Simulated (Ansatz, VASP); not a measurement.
**Two plane-wave programs on ScSbTe4**

File INCAR:

```
SYSTEM = ScSbTe4
ALGO = Normal
EDIFF = 1E-6
ENCUT = 520
GGA = PE
ISIF = 2
ISMEAR = 0
LASPH = .TRUE.
LCHARG = .FALSE.
LREAL = .FALSE.
LWAVE = .FALSE.
NBANDS = 29
NELM = 60
PREC = Accurate
SIGMA = 0.1
```

The input KPOINTS:

```
k-points
0
G
  4 4 4
  0 0 0
```

The input POSCAR:

```
ScSbTe4
1.0
    0.0000000000      4.3912005800      4.3912005800
    4.3912005800      0.0000000000      4.3912005800
    4.3912005800      4.3912005800      0.0000000000
Sc Sb Te
1 1 4
Direct
    0.7500000000      0.7500000000      0.7500000000
    0.0000000000      0.0000000000      0.0000000000
    0.3741246300      0.8776261200      0.3741246300
    0.3741246300      0.3741246300      0.8776261200
    0.8776261200      0.3741246300      0.3741246300
    0.3741246300      0.3741246300      0.3741246300
```

Input for Ansatz:

```yaml
crystal:
  lattice:
    - [0.0, 4.39120058, 4.39120058]
    - [4.39120058, 0.0, 4.39120058]
    - [4.39120058, 4.39120058, 0.0]
  atoms:
    - { symbol: Sc, position: [0.75, 0.75, 0.75] }
    - { symbol: Sb, position: [0.0, 0.0, 0.0] }
    - { symbol: Te, position: [0.37412463, 0.87762612, 0.37412463] }
    - { symbol: Te, position: [0.37412463, 0.37412463, 0.87762612] }
    - { symbol: Te, position: [0.87762612, 0.37412463, 0.37412463] }
    - { symbol: Te, position: [0.37412463, 0.37412463, 0.37412463] }
basis:
  ecutwfc: 420
kpoints:
  mp_grid: { grid: [4, 4, 4] }
hamiltonian:
  xc: pbe
scf:
  occupations: { method: gaussian, width: 0.1 }
  lower_state_search: "off"
output:
  forces: true
  stress: true
  eigenvalues: true
```

Change from the starting cell: species swapped into the HoCdCu4 type (F-43m, No. 216).

Alike in both runs: task single point; functional PBE; k mesh 4 × 4 × 4; occupations gaussian, width 0.1 eV; no spin polarisation.

```csv
,VASP,Ansatz
version,VASP 6.6.1,Ansatz 0.2.0
potentials or method,"VASP PAW PBE potentials, release 64 (Sc_sv, Sb, Te), cutoff 520 eV","scalar-relativistic, plane waves, PAW"
valence electrons in the cell,40,90
```

|  | VASP | Ansatz | Ansatz less VASP |
| --- | --- | --- | --- |
| gap on the k mesh at the Fermi level (eV) | none | none | - |
| pressure (GPa) | 3.0 | 3.0 | +0.04 |
| rms of the force components (eV/Å) | 0.159 | 0.158 | -0.0004 |

Atom by atom the forces differ by 0.000 eV/Å (rms over components). A gap of «none» marks a metal or a gap that the smearing closes. VASP's potentials hold 40 valence electrons a cell and Ansatz's 90, so a difference there can come from the potentials and not from the codes.

Spin-orbit coupling is off throughout.
